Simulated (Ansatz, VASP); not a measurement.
## C: VASP beside Ansatz

```
C
1.0
     1.23319    0.71198    8.28262
    -1.23319    0.71198    8.28262
     0.00000   -1.42396    8.28262
C
4
Direct
  0.08717 0.08717 0.08717
  0.91283 0.91283 0.91283
  0.75385 0.75385 0.75385
  0.24615 0.24615 0.24615
```

Alike in both runs: task single point; functional RPBE; k mesh 12 × 12 × 12; occupations fermi-dirac, width 0.05 eV; no spin polarisation.

|  | VASP | Ansatz |
| --- | --- | --- |
| version | VASP 6.6.1 | Ansatz 0.2.0 |
| potentials or method | VASP PAW PBE potentials, release 64 (C) | SSSP efficiency PAW |
| plane-wave cutoff (eV) | 520 | 612 |
| valence electrons in the cell | 16 | 16 |

|  | VASP | Ansatz | Ansatz less VASP |
| --- | --- | --- | --- |
| gap on the k mesh at the Fermi level (eV) | 0.18 | 0.18 | 0.000 |
| least direct gap on the mesh (eV) | 0.18 | 0.18 | 0.000 |
| pressure (GPa) | 3.5 | 3.4 | -0.08 |
| traceless stress, the component that is largest in VASP (GPa) | -2.57 | -2.41 | +0.156 |
| rms of the force components (eV/Å) | 0.010 | 0.010 | +0.0001 |

VASP's potentials were made for PBE, not for RPBE. Atom by atom the forces differ by 0.000 eV/Å (rms over components).
